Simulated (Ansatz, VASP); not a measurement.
Ba2F in VASP and in Ansatz

```xyz
3
Lattice="2.0236 -1.1683 6.7914 0.0000 2.3366 6.7914 -2.0236 -1.1683 6.7914" Properties=species:S:1:pos:R:3 pbc="T T T"
F     0.0000    0.0000    0.0000
Ba    0.0000    0.0000    5.2646
Ba    0.0000    0.0000   15.1096
```

Alike in both runs: task electric field gradients; functional LDA; k mesh 9 × 9 × 9; occupations fermi-dirac, width 0.05 eV; no spin polarisation.

|  | VASP | Ansatz |
| --- | --- | --- |
| version | VASP 6.6.1 | Ansatz 0.2.0 |
| potentials or method | VASP PAW LDA potentials, release 64 (F, Ba_sv), cutoff 520 eV | all-electron PAW with datasets made for the crystal, scalar-relativistic |

|  | VASP | Ansatz | Ansatz less VASP |
| --- | --- | --- | --- |
| pressure (GPa) | 0.6 | 0.0 | -0.58 |
| rms of the force components (eV/Å) | 0.056 | 0.000 | -0.0560 |
| size of Vzz on the site where it differs most (V/Å²) | 22.9 | 21.8 | -1.13 |

LDA's correlation is that of Perdew and Zunger in VASP and of Perdew and Wang (1992) in Ansatz. Atom by atom the forces differ by 0.056 eV/Å (rms over components). Ansatz ran all-electron here, and VASP with PAW potentials.

Neither program's run includes spin-orbit coupling.
